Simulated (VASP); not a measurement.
# In (Pm-3n) in VASP: notebook, part 2 of 2

VASP 6.6.1. The steps go on from the part before.

### Step 3. Single point, revPBE

File INCAR:

```
PREC     = Accurate       # precision mode
ENCUT    = 520            # plane-wave cutoff, eV
EDIFF    = 1E-6           # SCF threshold, eV
ISMEAR   = -1             # smearing method
SIGMA    = 0.1            # smearing width, eV
LREAL    = False          # projectors in reciprocal space
LASPH    = True           # aspherical terms in the spheres
NELM     = 100            # most SCF steps
ALGO     = Normal         # electronic algorithm
ISIF     = 2              # what is computed and relaxed
LWAVE    = False          # write WAVECAR
LCHARG   = True           # write CHGCAR
GGA      = RE             # functional
LELF     = True           # ELF
LVHAR    = True         
NBANDS   = 62             # bands
```

File KPOINTS:

```
Automatic mesh
0
Gamma
  6 6 6
```

File POSCAR:

```
In
1.0
    6.1602917419      0.0000000000      0.0000000000
    0.0000000000      6.1602917419      0.0000000000
    0.0000000000      0.0000000000      6.1602917419
In
8
Direct
    0.0000000000      1.0000000000      0.0000000000
    0.5000000000      0.5000000000      0.5000000000
    0.2500000000      0.0000000000      0.5000000000
    0.7500000000      1.0000000000      0.5000000000
    0.5000000000      0.2500000000      0.0000000000
    0.5000000000      0.7500000000      1.0000000000
    1.0000000000      0.5000000000      0.2500000000
    1.0000000000      0.5000000000      0.7500000000
```

Potentials or basis: VASP PAW PBE potentials, release 64 (In_d).

Run with:

```console
> cat potpaw_PBE.64/In_d/POTCAR > POTCAR
> mpirun -np 1 vasp_std > vasp.out
```

OUTCAR:

```text
PREC = Accurate
   ENCUT = 520
   EDIFF = 1E-6
   ISMEAR = -1
   LREAL = False
   LASPH = True
   NELM = 100
   ISIF = 2
   GGA = RE

 ion  position               nearest neighbor table
   1  0.000  0.000  0.000-   3 3.44   4 3.44   5 3.44   6 3.44   7 3.44   8 3.44   3 3.44   4 3.44
                             7 3.44   8 3.44   5 3.44   6 3.44
   2  0.500  0.500  0.500-   3 3.44   4 3.44   5 3.44   6 3.44   7 3.44   8 3.44   5 3.44   6 3.44
                             3 3.44   4 3.44   7 3.44   8 3.44
   3  0.250  0.000  0.500-   4 3.08   4 3.08   1 3.44   1 3.44   2 3.44   2 3.44   8 3.77   5 3.77
                             5 3.77   6 3.77   6 3.77   7 3.77   8 3.77   7 3.77
   4  0.750  0.000  0.500-   3 3.08   3 3.08   1 3.44   1 3.44   2 3.44   2 3.44   8 3.77   5 3.77
                             5 3.77   6 3.77   6 3.77   7 3.77   8 3.77   7 3.77
   5  0.500  0.250  0.000-   6 3.08   6 3.08   1 3.44   2 3.44   2 3.44   1 3.44   8 3.77   4 3.77
                             3 3.77   4 3.77   3 3.77   7 3.77   7 3.77   8 3.77
   6  0.500  0.750  0.000-   5 3.08   5 3.08   1 3.44   2 3.44   2 3.44   1 3.44   8 3.77   4 3.77
                             3 3.77   4 3.77   3 3.77   7 3.77   7 3.77   8 3.77
   7  0.000  0.500  0.250-   8 3.08   8 3.08   1 3.44   2 3.44   1 3.44   2 3.44   3 3.77   4 3.77
                             5 3.77   3 3.77   4 3.77   6 3.77   5 3.77   6 3.77
   8  0.000  0.500  0.750-   7 3.08   7 3.08   1 3.44   2 3.44   1 3.44   2 3.44   3 3.77   4 3.77
                             5 3.77   3 3.77   4 3.77   6 3.77   5 3.77   6 3.77

  LATTYP: Found a simple cubic cell.
 ALAT       =     6.1602917419

  Lattice vectors:

 A1 = (   6.1602917419,   0.0000000000,   0.0000000000)
 A2 = (   0.0000000000,   6.1602917419,   0.0000000000)
 A3 = (   0.0000000000,   0.0000000000,   6.1602917419)

Analysis of symmetry for initial positions (statically):
=====================================================================
 Subroutine PRICEL returns:
 Original cell was already a primitive cell.

 Routine SETGRP: Setting up the symmetry group for a
 simple cubic supercell.

 Subroutine GETGRP returns: Found 48 space group operations
 (whereof 24 operations were pure point group operations)
 out of a pool of 48 trial point group operations.

The static configuration has the point symmetry T_h .
 The point group associated with its full space group is O_h .

Analysis of symmetry for dynamics (positions and initial velocities):
=====================================================================
 Subroutine PRICEL returns:
 Original cell was already a primitive cell.

 Routine SETGRP: Setting up the symmetry group for a
 simple cubic supercell.

 Subroutine GETGRP returns: Found 48 space group operations
 (whereof 24 operations were pure point group operations)
 out of a pool of 48 trial point group operations.

The dynamic configuration has the point symmetry T_h .
 The point group associated with its full space group is O_h .

 Subroutine INISYM returns: Found 48 space group operations
 (whereof 24 operations are pure point group operations),
 and found     1 'primitive' translations

----------------------------------------------------------------------------------------

                                     Primitive cell

  volume of cell :     233.7781
[... 62 lines left out ...]
  0.166667  0.166667  0.000000     12.000000
  0.333333  0.166667  0.000000     24.000000
[... 12 lines left out ...]
  0.500000  0.500000  0.333333      6.000000
  0.500000  0.500000  0.500000      1.000000
   k-points           NKPTS =     20   k-points in BZ     NKDIM =     20   number of bands    NBANDS=     62
   number of dos      NEDOS =    301   number of ions     NIONS =      8
   total plane-waves  NPLWV = 110592
   dimension x,y,z NGX =    48 NGY =   48 NGZ =   48
   dimension x,y,z NGXF=    96 NGYF=   96 NGZF=   96
   ions per type =               8
   NGX,Y,Z   is equivalent  to a cutoff of  12.95, 12.95, 12.95 a.u.
   NGXF,Y,Z  is equivalent  to a cutoff of  25.91, 25.91, 25.91 a.u.
 SYSTEM =  unknown system
   PREC   = accura    normal or accurate (medium, high low for compatibility)
   ISTART =      0    job   : 0-new  1-cont  2-samecut
   ICHARG =      2    charge: 1-file 2-atom 10-const
   ISPIN  =      1    spin polarized calculation?
   LNONCOLLINEAR =      F non collinear calculations
   LSORBIT =      F    spin-orbit coupling
   LASPH  =      T    aspherical Exc in radial PAW
   ENCUT  =  520.0 eV  38.22 Ry    6.18 a.u.  11.45 11.45 11.45*2*pi/ulx,y,z
   NELM   =    100;   NELMIN=  2; NELMDL= -5     # of ELM steps
   EDIFF  = 0.1E-05   stopping-criterion for ELM
   LREAL  =      F    real-space projection
   EDIFFG = 0.1E-04   stopping-criterion for IOM
   NSW    =      0    number of steps for IOM
   IBRION =     -1    ionic relax: 0-MD 1-quasi-New 2-CG
   NFREE  =      0    steps in history (QN), initial steepest desc. (CG)
   ISIF   =      2    stress and relaxation
   ISYM   =      2    0-nonsym 1-usesym 2-fastsym
   POTIM  = 0.5000    time-step for ionic-motion
   TEBEG  =    0.0;   TEEND  =   0.0 temperature during run
   PSTRESS=    0.0 pullay stress
   NELECT =     104.0000    total number of electrons
   NUPDOWN=      -1.0000    fix difference up-down
   EMIN   =  10.00;   EMAX   =-10.00  energy-range for DOS
   EFERMI =   0.00;   METHOD = LEGACY
   ISMEAR =    -1;   SIGMA  =   0.10  broadening in eV -4-tet -1-fermi 0-gaus
   EFERMI_NEDOS =   21; number of points for ismear=-14 and -15
   IALGO  =     38    algorithm
   IMIX   =      4    mixing-type and parameters
     AMIX     =   0.40;   BMIX     =  1.00
     AMIX_MAG =   1.60;   BMIX_MAG =  1.00
  volume/ion in A,a.u.               =      29.22       197.20
  Fermi-wavevector in a.u.,A,eV,Ry     =   1.249735  2.361657 21.250097  1.561838
  Thomas-Fermi vector in A             =   2.383762
   LORBIT       =      0    0 simple, 1 ext, 2 COOP (PROOUT), +10 PAW based schemes
   GGA     = RE    functional components
   LHFCALC =     F    Hartree Fock is set to
   AEXX    =    0.0000 exact exchange contribution
   IVDW    =     0    specifies the selected vdW correction
   LEPSILON=     F    determine dielectric tensor
   LRPA    =     F    only Hartree local field effects (RPA)
 non-spin polarized calculation
  energy-cutoff  :      520.00
  volume of cell :      233.78
 maximum number of plane-waves:      6355
 NGX is ok and might be reduce to    48
   NGX = 23   NGY = 23   NGZ = 23

 number of electron     103.9999876 magnetization

 Free energy of the ion-electron system (eV)
  ---------------------------------------------------
  ext. energy  EPLUGINS =         0.00000000
  ---------------------------------------------------
  free energy    TOTEN  =       -17.88513797 eV

  energy without entropy =      -17.73025324  energy(sigma->0) =      -17.80769560

 E-fermi :   6.4143     XC(G=0):  -9.6576

 val. band max:        6.3925534733   @ k =   0.5000   0.3333   0.1667
 cond. band min:       6.4336382337   @ k =   0.1667   0.0000   0.0000
 fundamental gap:      0.0410847604
 Fermi energy:         6.4143033435

 k-point     1 :       0.0000    0.0000    0.0000
  band No.  band energies     occupation
      1      -8.3860      2.00000
      2      -8.3808      2.00000
      3      -8.3808      2.00000
      4      -8.2312      2.00000
      5      -8.2312      2.00000
      6      -8.2312      2.00000
[... 1289 lines left out ...]
     61       9.9163      0.00000
     62       9.9163      0.00000

------------------------ aborting loop because EDIFF is reached ----------------------------------------

  FORCE on cell =-STRESS in cart. coord.  units (eV):
  Direction    XX          YY          ZZ          XY          YZ          ZX
  --------------------------------------------------------------------------------------
  -------------------------------------------------------------------------------------
  Total       -0.1170564     -0.1170564     -0.1170564     -0.0000000     -0.0000000      0.0000000
  in kB       -0.8022358     -0.8022358     -0.8022358     -0.0000000     -0.0000000      0.0000000
  external PRESSURE =      -0.8022358 kB  Pullay stress =       0.0000000 kB

 VOLUME and BASIS-vectors are now :
 -----------------------------------------------------------------------------
  energy-cutoff  :      520.00
  volume of cell :      233.78
      direct lattice vectors                 reciprocal lattice vectors
     6.160291742  0.000000000  0.000000000     0.162329974  0.000000000  0.000000000
     0.000000000  6.160291742  0.000000000     0.000000000  0.162329974  0.000000000
     0.000000000  0.000000000  6.160291742     0.000000000  0.000000000  0.162329974

 POSITION                                       TOTAL-FORCE (eV/Angst)
 -----------------------------------------------------------------------------------
      0.00000      0.00000      0.00000         0.000000      0.000000      0.000000
      3.08015      3.08015      3.08015         0.000000      0.000000      0.000000
      1.54007      0.00000      3.08015         0.000000     -0.000000     -0.000000
      4.62022      0.00000      3.08015        -0.000000     -0.000000      0.000000
      3.08015      1.54007      0.00000        -0.000000      0.000000     -0.000000
      3.08015      4.62022      0.00000         0.000000      0.000000      0.000000
      0.00000      3.08015      1.54007        -0.000000      0.000000     -0.000000
      0.00000      3.08015      4.62022        -0.000000     -0.000000      0.000000
 -----------------------------------------------------------------------------------
    total drift:                                0.000000     -0.000000      0.000000

  FREE ENERGIE OF THE ION-ELECTRON SYSTEM (eV)
  ---------------------------------------------------
  free  energy   TOTEN  =       -17.8851379651 eV

  energy  without entropy=      -17.7302532412  energy(sigma->0) =      -17.80769560
```

It took 5 min on 1 thread of Oxide Virtual Turin-like, shared host; peak memory 0.39 GiB.

What came out:

```yaml
Free_energy: -17.8851 eV
Pressure: -0.1 GPa
Band_gap_on_the_k_mesh: zero (band 52 reaches 8.57 eV, above the bottom of band 53 at 5.92 eV)
```

Levels at points of the mesh, in eV from the Fermi level:
| k point | band 48 | band 49 | band 50 | band 51 | band 52 | band 53 | band 54 | band 55 | band 56 | band 57 |
| --- | --- | --- | --- | --- | --- | --- | --- | --- | --- | --- |
| (0.00, 0.00, 0.00) | -1.75 | -0.93 | -0.93 | -0.50 | -0.50 | -0.50 | 0.22 | 0.22 | 0.22 | 1.23 |
| (0.50, 0.00, 0.00) | -3.13 | -2.42 | -2.42 | -0.23 | -0.23 | 0.39 | 0.39 | 1.22 | 1.22 | 1.79 |
| (0.50, 0.50, 0.00) | -2.49 | -2.25 | -1.54 | -1.54 | -0.92 | 1.55 | 1.60 | 2.13 | 2.13 | 2.22 |
| (0.50, 0.50, 0.50) | -5.58 | 2.16 | 2.16 | 2.16 | 2.16 | 2.16 | 2.16 | 2.61 | 2.61 | 3.47 |

Caveat: the PAW data sets were made with another functional, which shifts forces and pressure a little; spin-orbit coupling is left out, which moves the levels of the heavy elements.

### Step 4. Relaxation of cell and atoms, revPBE

This run uses another cell than the first one, of 26.14 Å³/atom, 0.895 times its volume.

File INCAR:

```
SYSTEM = In
PREC = Accurate
ENCUT = 600
EDIFF = 1E-7
ISMEAR = -1
SIGMA = 0.1
LREAL = .False.
LASPH = .True.
NELM = 100
ALGO = Normal
ISIF = 3
LWAVE = .False.
LCHARG = .False.
GGA = RE
IBRION = 2
NSW = 80
EDIFFG = -0.01
```

File KPOINTS:

```
regular mesh
0
Gamma
  5 5 5
  0 0 0
```

File POSCAR:

```
In
1.0
    5.9358781157      0.0000000000      0.0000000000
    0.0000000000      5.9358781157      0.0000000000
    0.0000000000      0.0000000000      5.9358781157
In
8
Direct
    0.0000000000      0.0000000000      0.0000000000
    0.5000000000      0.5000000000      0.5000000000
    0.2500000000      0.0000000000      0.5000000000
    0.7500000000      0.0000000000      0.5000000000
    0.5000000000      0.2500000000      0.0000000000
    0.5000000000      0.7500000000      0.0000000000
    0.0000000000      0.5000000000      0.2500000000
    0.0000000000      0.5000000000      0.7500000000
```

Potentials or basis: VASP PAW PBE potentials, release 64 (In_d).

Run with:

```console
> cat potpaw_PBE.64/In_d/POTCAR > POTCAR
> mpirun -np 1 vasp_std > vasp.out
```

OUTCAR:

```text
SYSTEM = In
   PREC = Accurate
   ENCUT = 600
   EDIFF = 1E-7
   ISMEAR = -1
   LREAL = .False.
   LASPH = .True.
   NELM = 100
   ISIF = 3
   GGA = RE
   IBRION = 2
   NSW = 80
   EDIFFG = -0.01

 ion  position               nearest neighbor table
   1  0.000  0.000  0.000-   3 3.32   4 3.32   5 3.32   6 3.32   7 3.32   8 3.32   3 3.32   4 3.32
                             7 3.32   8 3.32   5 3.32   6 3.32
   2  0.500  0.500  0.500-   3 3.32   4 3.32   5 3.32   6 3.32   7 3.32   8 3.32   5 3.32   6 3.32
                             3 3.32   4 3.32   7 3.32   8 3.32
   3  0.250  0.000  0.500-   4 2.97   4 2.97   1 3.32   1 3.32   2 3.32   2 3.32   8 3.63   7 3.63
                             8 3.63   7 3.63   6 3.63   5 3.63   5 3.63   6 3.63
   4  0.750  0.000  0.500-   3 2.97   3 2.97   1 3.32   1 3.32   2 3.32   2 3.32   8 3.63   7 3.63
                             8 3.63   7 3.63   6 3.63   5 3.63   5 3.63   6 3.63
   5  0.500  0.250  0.000-   6 2.97   6 2.97   1 3.32   2 3.32   2 3.32   1 3.32   8 3.63   7 3.63
                             7 3.63   8 3.63   3 3.63   4 3.63   3 3.63   4 3.63
   6  0.500  0.750  0.000-   5 2.97   5 2.97   1 3.32   2 3.32   2 3.32   1 3.32   8 3.63   7 3.63
                             7 3.63   8 3.63   3 3.63   4 3.63   3 3.63   4 3.63
   7  0.000  0.500  0.250-   8 2.97   8 2.97   1 3.32   2 3.32   1 3.32   2 3.32   3 3.63   4 3.63
                             5 3.63   3 3.63   4 3.63   6 3.63   5 3.63   6 3.63
   8  0.000  0.500  0.750-   7 2.97   7 2.97   1 3.32   2 3.32   1 3.32   2 3.32   3 3.63   4 3.63
                             5 3.63   3 3.63   4 3.63   6 3.63   5 3.63   6 3.63

  LATTYP: Found a simple cubic cell.
 ALAT       =     5.9358781157

  Lattice vectors:

 A1 = (   5.9358781157,   0.0000000000,   0.0000000000)
 A2 = (   0.0000000000,   5.9358781157,   0.0000000000)
[... 167 lines left out ...]

 number of electron     104.0000019 magnetization

 Free energy of the ion-electron system (eV)
  ---------------------------------------------------
  ext. energy  EPLUGINS =         0.00000000
  ---------------------------------------------------
  free energy    TOTEN  =       -17.61521388 eV

  energy without entropy =      -17.51407821  energy(sigma->0) =      -17.56464604

 E-fermi :   7.7726     XC(G=0): -10.1776

 val. band max:        7.7337279038   @ k =   0.0000   0.0000   0.0000
 cond. band min:       7.7799236877   @ k =   0.4000   0.2000   0.0000
 fundamental gap:      0.0461957839
 Fermi energy:         7.7726379808

 k-point     1 :       0.0000    0.0000    0.0000
  band No.  band energies     occupation
      1      -7.3630      2.00000
      2      -7.3602      2.00000
      3      -7.3602      2.00000
      4      -7.1653      2.00000
      5      -7.1653      2.00000
      6      -7.1653      2.00000
[... 722 lines left out ...]
--------------------------------------- Ionic step        3  -------------------------------------------

 number of electron     103.9999876 magnetization

 Free energy of the ion-electron system (eV)
  ---------------------------------------------------
  ext. energy  EPLUGINS =         0.00000000
  ---------------------------------------------------
  free energy    TOTEN  =       -17.91880419 eV

  energy without entropy =      -17.80457000  energy(sigma->0) =      -17.86168709

 E-fermi :   6.5538     XC(G=0):  -9.6568

 val. band max:        6.4528496086   @ k =   0.2000   0.0000   0.0000
 cond. band min:       6.6101558650   @ k =   0.4000   0.2000   0.0000
 fundamental gap:      0.1573062564
 Fermi energy:         6.5537681191

 k-point     1 :       0.0000    0.0000    0.0000
  band No.  band energies     occupation
      1      -8.3849      2.00000
      2      -8.3794      2.00000
      3      -8.3794      2.00000
      4      -8.2296      2.00000
      5      -8.2296      2.00000
      6      -8.2296      2.00000
[... 674 lines left out ...]
  FREE ENERGIE OF THE ION-ELECTRON SYSTEM (eV)
  ---------------------------------------------------
  free  energy   TOTEN  =       -17.9188041882 eV

  energy  without entropy=      -17.8045699991  energy(sigma->0) =      -17.86168709

 reached required accuracy - stopping structural energy minimisation
```

OSZICAR:

```text
N       E                     dE             d eps       ncg     rms          rms(c)
DAV:   1     0.122518073157E+04    0.12252E+04   -0.52576E+04  1240   0.259E+03
DAV:   2     0.156664657791E+03   -0.10685E+04   -0.10547E+04  1240   0.640E+02
DAV:   3    -0.649233226793E+01   -0.16316E+03   -0.15969E+03  1292   0.247E+02
DAV:   4    -0.173658460201E+02   -0.10874E+02   -0.10683E+02  1450   0.671E+01
[... 36 lines left out ...]
DAV:   7    -0.179188053807E+02    0.51870E-05   -0.90299E-06  1564   0.167E-02    0.423E-03
DAV:   8    -0.179188034645E+02    0.19163E-05   -0.16813E-06  1524   0.156E-02    0.187E-03
DAV:   9    -0.179188036523E+02   -0.18788E-06   -0.61766E-08   698   0.304E-03    0.145E-03
DAV:  10    -0.179188042009E+02   -0.54859E-06   -0.72436E-08   656   0.252E-03    0.412E-04
DAV:  11    -0.179188041882E+02    0.12697E-07   -0.14041E-08   656   0.161E-03
   3 F= -.17918804E+02 E0= -.17861687E+02  d E =-.303590E+00
```

It took 10 min on 1 thread of Oxide Virtual Turin-like, shared host; peak memory 0.35 GiB.

What came out:

- Free energy: -17.9188 eV
- Relaxed volume: 29.22 Å³/atom
- Relaxed cell: a = 6.160 Å, b = 6.160 Å, c = 6.160 Å, α = 90.00°, β = 90.00°, γ = 90.00°
- Space group after relaxing (to 0.05 Å): Pm-3n (No. 223)
- Energy gained by relaxing: 37.9 meV/atom
- Ionic steps: 3
- Pressure after relaxing: 0.0 GPa
- Band gap on the k mesh: zero (band 52 reaches 8.03 eV, above the bottom of band 53 at 5.92 eV)

Step by step:
```
step  energy change (eV)  largest force (eV/Å)  pressure (GPa)  volume (Å³)
   1              0.0000                0.0000            4.46       209.15
   2             -0.3024                0.0000            0.22       231.94
   3             -0.3036                0.0000           -0.02       233.76
```

Final structure:
```
CELL_PARAMETERS angstrom
6.16013 0.00000 0.00000
0.00000 6.16013 0.00000
0.00000 0.00000 6.16013
ATOMIC_POSITIONS crystal
In 0.00000 0.00000 0.00000
In 0.50000 0.50000 0.50000
In 0.25000 0.00000 0.50000
In 0.75000 0.00000 0.50000
In 0.50000 0.25000 0.00000
In 0.50000 0.75000 0.00000
In 0.00000 0.50000 0.25000
In 0.00000 0.50000 0.75000
```

Levels at points of the mesh, in eV from the Fermi level:
```csv
k point,band 50,band 51,band 52,band 53,band 54,band 55
"(0.00, 0.00, 0.00)",-1.07,-0.64,-0.64,-0.64,0.09,0.09
```

Caveat: the PAW data sets were made with another functional, which shifts forces and pressure a little; spin-orbit coupling is left out, which moves the levels of the heavy elements.

### Step 5. The runs side by side

| task | cell | k mesh | cutoff (eV) | gap on the mesh (eV) | pressure (GPa) |
| --- | --- | --- | --- | --- | --- |
| single point | a = 6.160 Å, 8 atoms | 5 × 5 × 5 | 520 | none | 0.0 |
| single point | a = 6.160 Å, 8 atoms | 6 × 6 × 6 | 520 | none | -0.1 |
| relaxation of cell and atoms | relaxed from a = 5.936 Å, 8 atoms | 5 × 5 × 5 | 600 | none | 0.0 |

Alike in all rows: level revPBE; potentials or basis VASP PAW PBE potentials, release 64 (In_d); no spin polarisation; smearing fermi-dirac 0.1 eV.

Caveats: the PAW data sets were made with another functional, which shifts forces and pressure a little; spin-orbit coupling is left out, which moves the levels of the heavy elements.

Total energies depend on the potentials used, so only differences within one code and one set of settings carry meaning.
